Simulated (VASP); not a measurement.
# Cl: single point with PBE+D3(BJ)

Cl:

```
Cl
1.0
     8.43433    0.00000    0.00000
     0.00000    8.43433    0.00000
     0.00000    0.00000    8.43433
Cl
16
Cartesian
  2.7881 0.6152 6.5833
  3.1528 2.5764 6.3024
  7.5852 8.3810 6.5859
  5.4330 8.4764 6.6443
  7.7747 3.7055 5.7790
  7.5584 3.9539 3.7549
  5.7640 -0.5488 3.7411
  5.9434 -0.1351 1.8236
  1.0249 7.4155 3.7633
  1.6225 7.1163 1.8941
  7.8876 3.6434 0.4742
  6.0011 3.0648 0.6310
  2.8171 5.7362 8.2968
  2.6545 5.6872 6.2863
  3.1218 2.7024 1.0616
  3.1083 2.5549 3.1264
```

- Program: VASP 6.6.1
- Task: single point
- Functional: PBE
- Dispersion: D3(BJ)
- Potentials or basis: VASP PAW PBE potentials, release 64 (Cl)
- Cutoff: 520 eV
- k mesh: 1 × 1 × 1
- Occupations: fermi-dirac, width 0.02 eV
- Spin: no spin polarisation
- Dipole correction: no
- Further INCAR settings: LREAL = Auto; ALGO = Normal; EDIFF = 1e-06; NBANDS = 70

```yaml
Pressure: -0.8 GPa
Largest_force: 1.415 eV/Å
Dispersion_energy_per_atom: -0.109 eV
```

Forces on the atoms (eV/Å):
```
Cl  -0.169 -0.504 -0.172
Cl  -0.323  0.313  0.057
Cl  -0.872  0.135  0.205
Cl   1.392 -0.180  0.182
Cl  -0.068  0.115 -0.181
Cl   0.212 -0.138  0.201
Cl  -0.258 -0.023  0.683
Cl   0.045  0.012 -0.981
Cl  -0.040 -0.002  0.448
Cl   0.046 -0.043 -0.357
Cl   0.842  0.189 -0.001
Cl  -0.858 -0.069 -0.029
Cl   0.047  0.069  0.062
Cl   0.066  0.221 -0.196
Cl  -0.082 -0.131  0.482
Cl   0.020  0.036 -0.402
```

Stress tensor (GPa, compression positive):
```
-0.99  0.17 -0.11
 0.17 -0.37 -0.08
-0.11 -0.08 -1.05
```

Levels at points of the mesh, in eV from the Fermi level:
| k point | band 54 | band 55 | band 56 | band 57 | band 58 | band 59 |
| --- | --- | --- | --- | --- | --- | --- |
| (0.00, 0.00, 0.00) | -0.72 | -0.59 | -0.52 | 1.10 | 1.20 | 1.39 |

It took 98 s on 1 thread of Oxide Virtual Turin-like Processor, with other jobs on the host, peak memory 0.46 GiB.

Caveat: the k points lie up to 0.74 Å⁻¹ apart.
